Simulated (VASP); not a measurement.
# CuH8 (P4/mmm) in VASP: a series of runs

CuH8 is run at these levels: PBE; tasks: relaxation of cell and atoms, single point.

All numbers are computed with VASP 6.6.1; they aren't measurements. Logs are shortened: lines on timing, memory, paths and dates and some standing lists are left out, and cuts for length are marked.

### Step 1. The cell of the first run

It takes space group P4/mmm (No. 123, tetragonal). Conventional cell: a = 4.178 Å, b = 4.178 Å, c = 4.422 Å, α = 90.00°, β = 90.00°, γ = 90.00°. Within 1.8 Å of Cu (site symmetry 4/mmm) lie 4 H at 1.38 Å. H (site symmetry m2m) has 1 Cu at 1.38 Å and 1 H at 1.43 Å within 1.8 Å. Within 1.9 Å of H (site symmetry m2m) lie 3 H at 1.31 to 1.86 Å.

The cell was built from a structure type or drawn by symmetry, and may not be a known phase.

### Step 2. Relaxation of cell and atoms, PBE

Contents of INCAR:

```
PREC = Accurate ; ENCUT = 700
EDIFF = 1E-7 ; ISMEAR = 0
SIGMA = 0.1 ; LREAL = False
LASPH = True ; NELM = 120
ALGO = Normal ; ISIF = 3
LWAVE = False ; LCHARG = False
GGA = PE ; IBRION = 2
NSW = 90 ; EDIFFG = -0.04
GGA_COMPAT = False ; NELMIN = 4
```

Contents of KPOINTS:

```
regular mesh
0
Gamma
  4 4 4
```

Contents of POSCAR:

```
CuH8
1.0
    4.1784727200      0.0000000000      0.0000000000
    0.0000000000      4.1784727200      0.0000000000
    0.0000000000      0.0000000000      4.4219659600
Cu H
1 8
Direct
    0.0000000000      0.0000000000      0.0000000000
    0.3294541600      0.0000000000      0.0000000000
    0.6705458400      0.0000000000      0.0000000000
    0.0000000000      0.3294541600      0.0000000000
    0.0000000000      0.6705458400      0.0000000000
    0.2776930000      0.5000000000      0.5000000000
    0.7223070000      0.5000000000      0.5000000000
    0.5000000000      0.2776930000      0.5000000000
    0.5000000000      0.7223070000      0.5000000000
```

Potentials or basis: VASP PAW PBE potentials, release 64 (Cu_sv_GW, H).

Started as:

```
cat potpaw_PBE.64/Cu_sv_GW/POTCAR potpaw_PBE.64/H/POTCAR > POTCAR
mpirun -np 1 vasp_std > vasp.out
```

OUTCAR:

```text
PREC = Accurate
   ENCUT = 700
   EDIFF = 1E-7
   ISMEAR = 0
   LREAL = False
   LASPH = True
   NELM = 120
   ISIF = 3
   GGA = PE
   IBRION = 2
   NSW = 90
   EDIFFG = -0.04
   NELMIN = 4

 ion  position               nearest neighbor table
   1  0.000  0.000  0.000-   2 1.38   3 1.38   4 1.38   5 1.38
   2  0.329  0.000  0.000-   1 1.38
   3  0.671  0.000  0.000-   1 1.38
   4  0.000  0.329  0.000-   1 1.38
   5  0.000  0.671  0.000-   1 1.38
   6  0.278  0.500  0.500-
   7  0.722  0.500  0.500-
   8  0.500  0.278  0.500-
   9  0.500  0.722  0.500-

  LATTYP: Found a simple tetragonal cell.
 ALAT       =     4.1784727200
 C/A-ratio  =     1.0582732631

  Lattice vectors:

 A1 = (   4.1784727200,   0.0000000000,   0.0000000000)
 A2 = (   0.0000000000,   4.1784727200,   0.0000000000)
 A3 = (   0.0000000000,   0.0000000000,   4.4219659600)

Analysis of symmetry for initial positions (statically):
=====================================================================
 Subroutine PRICEL returns:
 Original cell was already a primitive cell.

 Routine SETGRP: Setting up the symmetry group for a
 simple tetragonal supercell.

 Subroutine GETGRP returns: Found 16 space group operations
 (whereof 16 operations were pure point group operations)
 out of a pool of 16 trial point group operations.

The static configuration has the point symmetry D_4h.

Analysis of symmetry for dynamics (positions and initial velocities):
=====================================================================
 Subroutine PRICEL returns:
 Original cell was already a primitive cell.

 Routine SETGRP: Setting up the symmetry group for a
 simple tetragonal supercell.

 Subroutine GETGRP returns: Found 16 space group operations
 (whereof 16 operations were pure point group operations)
 out of a pool of 16 trial point group operations.

The dynamic configuration has the point symmetry D_4h.

 Subroutine INISYM returns: Found 16 space group operations
 (whereof 16 operations are pure point group operations),
 and found     1 'primitive' translations

----------------------------------------------------------------------------------------

                                     Primitive cell

  volume of cell :      77.2059

  direct lattice vectors                    reciprocal lattice vectors
     4.178472720  0.000000000  0.000000000     0.239321893  0.000000000  0.000000000
     0.000000000  4.178472720  0.000000000     0.000000000  0.239321893  0.000000000
     0.000000000  0.000000000  4.421965960     0.000000000  0.000000000  0.226143758

  length of vectors
     4.178472720  4.178472720  4.421965960     0.239321893  0.239321893  0.226143758

  position of ions in fractional coordinates (direct lattice)
     0.000000000  0.000000000  0.000000000
     0.329454160  0.000000000  0.000000000
     0.670545840  0.000000000  0.000000000
     0.000000000  0.329454160  0.000000000
     0.000000000  0.670545840  0.000000000
     0.277693000  0.500000000  0.500000000
     0.722307000  0.500000000  0.500000000
     0.500000000  0.277693000  0.500000000
     0.500000000  0.722307000  0.500000000

  ion indices of the primitive-cell ions
   primitive index   ion index
                 1           1
                 2           2
                 3           3
                 4           4
                 5           5
                 6           6
                 7           7
                 8           8
                 9           9

----------------------------------------------------------------------------------------

 KPOINTS: regular mesh

Automatic generation of k-mesh.
 Grid dimensions read from file:
 generate k-points for:    4    4    4

 Generating k-lattice:

  Cartesian coordinates                     Fractional coordinates (reciprocal lattice)
     0.059830473  0.000000000  0.000000000     0.250000000  0.000000000  0.000000000
     0.000000000  0.059830473  0.000000000     0.000000000  0.250000000  0.000000000
     0.000000000  0.000000000  0.056535940     0.000000000  0.000000000  0.250000000

  Length of vectors
     0.059830473  0.059830473  0.056535940

  Shift w.r.t. Gamma in fractional coordinates (k-lattice)
     0.000000000  0.000000000  0.000000000

 Subroutine IBZKPT returns following result:
 ===========================================

 Found     18 irreducible k-points:

 Following reciprocal coordinates:
            Coordinates               Weight
  0.000000  0.000000  0.000000      1.000000
  0.250000  0.000000  0.000000      4.000000
  0.500000  0.000000  0.000000      2.000000
  0.250000  0.250000  0.000000      4.000000
  0.500000  0.250000  0.000000      4.000000
  0.500000  0.500000  0.000000      1.000000
[... 10 lines left out ...]
  0.500000  0.250000  0.500000      4.000000
  0.500000  0.500000  0.500000      1.000000
   k-points           NKPTS =     18   k-points in BZ     NKDIM =     18   number of bands    NBANDS=     18
   number of dos      NEDOS =    301   number of ions     NIONS =      9
   total plane-waves  NPLWV =  51840
   dimension x,y,z NGX =    36 NGY =   36 NGZ =   40
   dimension x,y,z NGXF=    72 NGYF=   72 NGZF=   80
   ions per type =               1   8
   NGX,Y,Z   is equivalent  to a cutoff of  14.32, 14.32, 15.04 a.u.
   NGXF,Y,Z  is equivalent  to a cutoff of  28.65, 28.65, 30.08 a.u.
 SYSTEM =  unknown system
   PREC   = accura    normal or accurate (medium, high low for compatibility)
   ISTART =      0    job   : 0-new  1-cont  2-samecut
   ICHARG =      2    charge: 1-file 2-atom 10-const
   ISPIN  =      1    spin polarized calculation?
   LNONCOLLINEAR =      F non collinear calculations
   LSORBIT =      F    spin-orbit coupling
   LASPH  =      T    aspherical Exc in radial PAW
   ENCUT  =  700.0 eV  51.45 Ry    7.17 a.u.   9.01  9.01  9.54*2*pi/ulx,y,z
   NELM   =    120;   NELMIN=  4; NELMDL= -5     # of ELM steps
   EDIFF  = 0.1E-06   stopping-criterion for ELM
   LREAL  =      F    real-space projection
   EDIFFG = -.4E-01   stopping-criterion for IOM
   NSW    =     90    number of steps for IOM
   IBRION =      2    ionic relax: 0-MD 1-quasi-New 2-CG
   NFREE  =      1    steps in history (QN), initial steepest desc. (CG)
   ISIF   =      3    stress and relaxation
   ISYM   =      2    0-nonsym 1-usesym 2-fastsym
   POTIM  = 0.5000    time-step for ionic-motion
   TEBEG  =    0.0;   TEEND  =   0.0 temperature during run
   PSTRESS=    0.0 pullay stress
   NELECT =      27.0000    total number of electrons
   NUPDOWN=      -1.0000    fix difference up-down
   EMIN   =  10.00;   EMAX   =-10.00  energy-range for DOS
   EFERMI =   0.00;   METHOD = LEGACY
   ISMEAR =     0;   SIGMA  =   0.10  broadening in eV -4-tet -1-fermi 0-gaus
   EFERMI_NEDOS =   21; number of points for ismear=-14 and -15
   IALGO  =     38    algorithm
   IMIX   =      4    mixing-type and parameters
     AMIX     =   0.40;   BMIX     =  1.00
     AMIX_MAG =   1.60;   BMIX_MAG =  1.00
  volume/ion in A,a.u.               =       8.58        57.89
  Fermi-wavevector in a.u.,A,eV,Ry     =   1.153398  2.179606 18.100201  1.330327
  Thomas-Fermi vector in A             =   2.290042
   LORBIT       =      0    0 simple, 1 ext, 2 COOP (PROOUT), +10 PAW based schemes
   GGA     = PE    functional components
   LHFCALC =     F    Hartree Fock is set to
   AEXX    =    0.0000 exact exchange contribution
   IVDW    =     0    specifies the selected vdW correction
   LEPSILON=     F    determine dielectric tensor
   LRPA    =     F    only Hartree local field effects (RPA)
 conjugate gradient relaxation of ions
 non-spin polarized calculation
 Gauss-broadening in eV      SIGMA  =   0.10
  energy-cutoff  :      700.00
  volume of cell :       77.21
 maximum number of plane-waves:      3288
   NGX = 19   NGY = 19   NGZ = 19

--------------------------------------- Ionic step        1  -------------------------------------------

 number of electron      27.0000016 magnetization

 Free energy of the ion-electron system (eV)
  ---------------------------------------------------
  ext. energy  EPLUGINS =         0.00000000
  ---------------------------------------------------
  free energy    TOTEN  =       -20.83438031 eV

  energy without entropy =      -20.80471775  energy(sigma->0) =      -20.81954903

------------------------ aborting loop because EDIFF is reached ----------------------------------------

  FORCE on cell =-STRESS in cart. coord.  units (eV):
  Direction    XX          YY          ZZ          XY          YZ          ZX
  --------------------------------------------------------------------------------------
  -------------------------------------------------------------------------------------
  Total        3.0628371      3.0628371     -0.9133359      0.0000000     -0.0000000      0.0000000
  in kB       63.5600082     63.5600082    -18.9535510      0.0000000     -0.0000000      0.0000000
  external PRESSURE =      36.0554885 kB  Pullay stress =       0.0000000 kB
[... 110 lines left out ...]
  FREE ENERGIE OF THE ION-ELECTRON SYSTEM (eV)
  ---------------------------------------------------
  free  energy   TOTEN  =       -22.8957591261 eV

  energy  without entropy=      -22.8765018905  energy(sigma->0) =      -22.88613051

[... ionic steps 4 to 15 ...]

--------------------------------------- Ionic step       16  -------------------------------------------

 number of electron      26.9999997 magnetization

------------------------ aborting loop because EDIFF is reached ----------------------------------------

  FORCE on cell =-STRESS in cart. coord.  units (eV):
  Direction    XX          YY          ZZ          XY          YZ          ZX
  --------------------------------------------------------------------------------------
  -------------------------------------------------------------------------------------
  Total       -0.3510408     -0.3510408      0.0499389      0.0000000     -0.0000000      0.0000000
  in kB       -7.7804464     -7.7804464      1.1068427      0.0000000     -0.0000000      0.0000000
  external PRESSURE =      -4.8180167 kB  Pullay stress =       0.0000000 kB
[... 71 lines left out ...]
  energy  without entropy=      -23.1144007478  energy(sigma->0) =      -23.12211006

--------------------------------------- Ionic step       18  -------------------------------------------

 number of electron      26.9999995 magnetization

 Free energy of the ion-electron system (eV)
  ---------------------------------------------------
  ext. energy  EPLUGINS =         0.00000000
  ---------------------------------------------------
  free energy    TOTEN  =       -23.13538318 eV

  energy without entropy =      -23.11994484  energy(sigma->0) =      -23.12766401

 E-fermi :  -0.6904     XC(G=0):  -8.1536

 val. band max:       -0.7189341542   @ k =   0.2500   0.2500   0.2500
 cond. band min:      -0.6702925646   @ k =   0.5000   0.2500   0.2500
 fundamental gap:      0.0486415897
 Fermi energy:        -0.6903628095

 k-point     1 :       0.0000    0.0000    0.0000
  band No.  band energies     occupation
      1    -112.7501      2.00000
      2     -70.2738      2.00000
      3     -70.2738      2.00000
      4     -69.9198      2.00000
      5     -10.5875      2.00000
      6      -7.8706      2.00000
[... 10 lines left out ...]
     17       2.9714      0.00000
     18       4.4408      0.00000
[... 391 lines left out ...]
  FREE ENERGIE OF THE ION-ELECTRON SYSTEM (eV)
  ---------------------------------------------------
  free  energy   TOTEN  =       -23.1353831766 eV

  energy  without entropy=      -23.1199448423  energy(sigma->0) =      -23.12766401

 reached required accuracy - stopping structural energy minimisation
```

Run time: 10 min. Hardware: 1 thread of AMD EPYC 7R43 (Zen 3), shared host; peak memory 0.22 GiB.

What came out:

* Free energy: -23.1354 eV
* Relaxed volume: 7.99 Å³/atom
* Relaxed cell: a = 4.060 Å, b = 4.060 Å, c = 4.359 Å, α = 90.00°, β = 90.00°, γ = 90.00°
* Space group after relaxing (to 0.1 Å): P4/mmm (No. 123)
* Pressure after relaxing: -0.1 GPa
* Largest force after relaxing: 0.015 eV/Å
* Band gap on the k mesh: zero (an odd number of electrons rules out a gap without spin polarisation)

Forces in eV/Å, atoms in the order of the input:
```
Cu   0.000  0.000  0.000
H   -0.015  0.000  0.000
H    0.015  0.000  0.000
H    0.000 -0.015  0.000
H    0.000  0.015  0.000
H    0.005  0.000  0.000
H   -0.005  0.000  0.000
H    0.000  0.005  0.000
H    0.000 -0.005  0.000
```

Stress tensor (GPa, compression positive):
```
-0.20  0.00  0.00
 0.00 -0.20  0.00
 0.00  0.00  0.13
```

Final structure:
```
Cu H
1.0
     4.06030    0.00000    0.00000
     0.00000    4.06030    0.00000
     0.00000    0.00000    4.35947
Cu H
1 8
Direct
  0.00000 0.00000 0.00000
  0.39797 0.00000 0.00000
  0.60203 0.00000 0.00000
  0.00000 0.39797 0.00000
  0.00000 0.60203 0.00000
  0.28394 0.50000 0.50000
  0.71606 0.50000 0.50000
  0.50000 0.28394 0.50000
  0.50000 0.71606 0.50000
```

Caveat: the k points lie up to 0.39 Å⁻¹ apart in the final cell, too coarse for converged energies and pressures of a metal.

### Step 3. Single point, PBE

Contents of INCAR:

```
PREC = Accurate
ENCUT = 520
EDIFF = 1E-7
ISMEAR = 0
SIGMA = 0.1
LREAL = F
LASPH = T
NELM = 80
ALGO = Normal
ISIF = 2
LWAVE = F
LCHARG = T
GGA = PE
LELF = T
LVHAR = T
NBANDS = 20
```

Contents of KPOINTS:

```
Automatic mesh
0
Gamma
  4 4 4
```

POSCAR is that of step 2.

Potentials or basis: VASP PAW PBE potentials, release 64 (Cu, H).

Started as:

```
cat potpaw_PBE.64/Cu/POTCAR potpaw_PBE.64/H/POTCAR > POTCAR
mpirun -np 1 vasp_std > vasp.out
```

Wall time 33 s (1 thread of Intel Xeon 8259CL, shared host); peak memory 0.19 GiB.

The run converged. Its results:

| Item | Value |
| --- | --- |
| Free energy | -20.7200 eV |
| Pressure | 4.2 GPa |
| Largest force | 3.470 eV/Å |
| Band gap on the k mesh | zero (an odd number of electrons rules out a gap without spin polarisation) |

Forces in eV/Å, atoms in the order of the input:
```
Cu   0.000  0.000  0.000
H    3.470  0.000  0.000
H   -3.470  0.000  0.000
H    0.000  3.470  0.000
H    0.000 -3.470  0.000
H    0.579  0.000  0.000
H   -0.579  0.000  0.000
H    0.000  0.579  0.000
H    0.000 -0.579  0.000
```

Stress tensor (GPa, compression positive):
```
 6.96  0.00  0.00
 0.00  6.96  0.00
 0.00  0.00 -1.20
```

Levels at points of the mesh, in eV from the Fermi level:
```tsv
k point	band 6	band 7	band 8	band 9	band 10	band 11	band 12	band 13
(0.00, 0.00, 0.00)	-2.75	-2.18	-0.27	-0.27	1.58	1.71	1.71	4.23
(0.50, 0.00, 0.00)	-2.81	-2.75	-2.69	-0.08	0.52	1.01	4.47	5.82
(0.50, 0.50, 0.00)	-3.37	-2.80	-2.80	-2.03	-0.12	-0.12	7.29	7.38
(0.00, 0.00, 0.50)	-2.79	-2.22	0.44	0.44	0.95	0.95	2.06	3.83
(0.50, 0.00, 0.50)	-2.77	-2.77	-2.05	-1.76	0.64	1.08	4.67	5.51
(0.50, 0.50, 0.50)	-3.43	-2.97	-2.97	-1.69	-0.99	-0.99	3.70	5.21
```

Caveat: the k points lie up to 0.38 Å⁻¹ apart, too coarse for converged energies and pressures of a metal; forces of over 1 eV/Å act on the atoms, so gaps and moduli don't describe the material at rest.
